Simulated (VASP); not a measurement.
A run of VASP 6.6.1 is set up as follows.

File INCAR:

```
SYSTEM = Rh
PREC = Accurate
ENCUT = 520
EDIFF = 1E-6
ISMEAR = 0
SIGMA = 0.025
LREAL = .FALSE.
LASPH = .TRUE.
NELM = 80
ALGO = Normal
ISIF = 2
LWAVE = .FALSE.
LCHARG = .FALSE.
GGA = PE
NBANDS = 14
```

The input KPOINTS:

```
Automatic mesh
0
G
  12 12 12
  0 0 0
```

POSCAR

```
Rh
1.0
    0.0000000000      1.8978500000      1.8978500000
    1.8978500000      0.0000000000      1.8978500000
    1.8978500000      1.8978500000      0.0000000000
Rh
1
Direct
    0.0000000000      0.0000000000      0.0000000000
```

Potentials or basis: VASP PAW PBE potentials, release 64 (Rh_pv).

Run with:

```bash
$ cat potpaw_PBE.64/Rh_pv/POTCAR > POTCAR
$ mpirun -np 1 vasp_std > vasp.out
```

Task: Estimate the pressure.

Result: 7.4 GPa.
